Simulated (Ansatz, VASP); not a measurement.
One calculation of LiH, two programs

POSCAR

```
LiH
1.0
    2.5644503454      0.0000000000      0.0000000000
    0.0000000000      2.5644503454      0.0000000000
    0.0000000000      0.0000000000      2.5644503454
Li H
1 1
Direct
    0.0000000000      0.0000000000      0.0000000000
    0.5000000000      0.5000000000      0.5000000000
```

Contents of INCAR.step1:

```
PREC = Accurate ; ENCUT = 520
ISMEAR = 0 ; SIGMA = 0.01
LREAL = False ; LASPH = True
NELM = 100 ; NBANDS = 9
GGA = PE ; ALGO = Normal
EDIFF = 1E-4 ; LWAVE = True
LCHARG = False
```

Contents of INCAR.step2:

```
PREC = Accurate ; ENCUT = 520
EDIFF = 1E-7 ; ISMEAR = 0
SIGMA = 0.01 ; LREAL = False
LASPH = True ; NELM = 100
ALGO = Normal ; ISIF = 2
LWAVE = False ; LCHARG = False
METAGGA = R2SCAN ; LMIXTAU = True
NBANDS = 9 ; ISTART = 1
```

File KPOINTS:

```
regular mesh
0
Gamma
  10 10 10
```

Input for Ansatz:

```yaml
crystal:
  lattice:
    - [2.5644503454, 0.0, 0.0]
    - [0.0, 2.5644503454, 0.0]
    - [0.0, 0.0, 2.5644503454]
  atoms:
    - { symbol: Li, position: [0.0, 0.0, 0.0] }
    - { symbol: H, position: [0.5, 0.5, 0.5] }
kpoints:
  mp_grid: { grid: [10, 10, 10] }
  band_path:
    path:
      - [0.0, 0.0, 0.0]
      - [0.0, 0.5, 0.0]
      - [0.5, 0.5, 0.0]
      - [0.5, 0.5, 0.5]
      - [0.0, 0.0, 0.5]
    npoints: 1
hamiltonian:
  xc: r2scan
scf:
  occupations: { method: fixed }
  n_extra_bands: 4
output:
  forces: true
  stress: true
  eigenvalues: true
  write_density: true
  write_potential: true
  elf: true
  volumetric_format: npy
```

Change from the starting cell: hydrostatic strain +2.5%.

Alike in both runs: task single point; functional r2SCAN; k mesh 10 × 10 × 10; no spin polarisation.

|  | VASP | Ansatz |
| --- | --- | --- |
| version | VASP 6.6.1 | Ansatz 0.2.0 |
| potentials or method | VASP PAW PBE potentials, release 64 (Li_sv, H) | plane waves, PAW |
| plane-wave cutoff (eV) | 520 | 500 |
| occupations | gaussian, width 0.01 eV | fixed |
| valence electrons in the cell | 4 | 4 |

Ansatz gave:

* gap on the k mesh at the Fermi level (eV): 1.15

Q: Estimate VASP's values.

A: gap on the k mesh at the Fermi level (eV): 1.31.

VASP's potentials were made for PBE, not for r2SCAN.

Noted on VASP's run: the cutoff is short for stress, so the pressure is rough.
